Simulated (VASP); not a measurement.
Wanted: the native input for a VASP 6.6.1 run.

```
Task                   : single point
Functional             : LDA
Potentials or basis    : VASP PAW LDA potentials, release 64 (In_d, P)
Cutoff                 : 500 eV
k mesh                 : 4 × 4 × 4
Occupations            : gaussian, width 0.05 eV
Spin                   : no spin polarisation
Dipole correction      : no
Further INCAR settings : ALGO = Normal; EDIFF = 1e-06; NBANDS = 16
```

The structure of InP lies in POSCAR:

```
InP
1.0
    0.0000000000      3.0130923994      2.7720450074
    3.0130923994      0.0000000000      2.7720450074
    3.0130923994      3.0130923994      0.0000000000
In P
1 1
Direct
    0.0000000000      0.0000000000      0.0000000000
    0.7500000000      0.7500000000      0.7500000000
```

This cell differs from its parent crystal: ratio of the length along z to the lengths across it x 0.92, volume and fractional coordinates fixed.

One way to write it, as run:

INCAR

```
PREC = Accurate ; ENCUT = 500
EDIFF = 1E-6 ; ISMEAR = 0
SIGMA = 0.05 ; LREAL = False
LASPH = True ; NELM = 120
ALGO = Normal ; ISIF = 2
LWAVE = False ; LCHARG = True
GGA = CA ; LELF = True
LVHAR = True ; NBANDS = 16
GGA_COMPAT = False
```

KPOINTS

```
regular mesh
0
Gamma
  4 4 4
```

Potentials or basis: VASP PAW LDA potentials, release 64 (In_d, P).

The run is started by

```sh
$ cat potpaw_LDA.64/In_d/POTCAR potpaw_LDA.64/P/POTCAR > POTCAR
$ mpirun -np 1 vasp_std > vasp.out
```

It gave:

* Pressure: -1.2 GPa
* Band gap on the k mesh: 0.23 eV, direct

Caveat: the k points lie up to 0.46 Å⁻¹ apart; spin-orbit coupling is left out, which moves the levels of the heavy elements.

Run time: 10 s on 1 thread of Intel(R) Xeon(R) Platinum 8259CL CPU @ 2.50GHz (Skylake/Cascade Lake), with other jobs on the host, peak memory 0.15 GiB.
